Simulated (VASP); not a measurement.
A run of VASP 6.6.1 is set up as follows.

File INCAR:

```
ALGO = Normal
EDIFF = 1E-6
ENCUT = 520
GGA = PE
ISIF = 2
ISMEAR = 0
LASPH = T
LCHARG = T
LELF = T
LREAL = F
LVHAR = T
LWAVE = F
NBANDS = 23
NELM = 100
PREC = Accurate
SIGMA = 0.1
```

KPOINTS

```
k-points
0
Gamma
  6 4 4
```

POSCAR

```
B7P
1.0
    3.0934617048      0.0000000000      0.0000000000
    1.4595494744      4.1092648559      0.0000000000
    0.3754625770      1.3991880812      6.0075877877
B P
7 1
Direct
    0.2118154495      0.2999076648      0.8285119230
    0.6200136132      0.5069242436      0.8744283988
    0.5324307928      0.8712061919      0.9522897956
    0.8916058267      0.4247509227      0.5770510890
    0.3153015971      0.6198840467      0.5983653122
    0.4534510845      0.2137915929      0.5551148931
    0.0421543486      0.0286022707      0.5300123002
    0.9332272875      0.0349330668      0.0842262880
```

Potentials or basis: VASP PAW PBE potentials, release 64 (B, P).

Launch:

```bash
$ cat potpaw_PBE.64/B/POTCAR potpaw_PBE.64/P/POTCAR > POTCAR
$ mpirun -np 1 vasp_std > vasp.out
```

Q: What does it give for the band gap on the k mesh?

A: Zero (band 13 reaches 5.76 eV, above the bottom of band 14 at 4.60 eV).

Q: What does it give for the pressure?

A: 1.1 GPa.

Q: Predict the largest force.

A: 0.626 eV/Å.

Forces in eV/Å, atoms in the order of the input:
```
B    0.062  0.118  0.133
B    0.013  0.009 -0.062
B    0.037  0.070  0.068
B   -0.003  0.262  0.086
B    0.195 -0.040 -0.029
B   -0.182 -0.449  0.157
B   -0.234  0.007 -0.580
P    0.113  0.021  0.227
```

Caveat: the k points lie up to 0.39 Å⁻¹ apart.
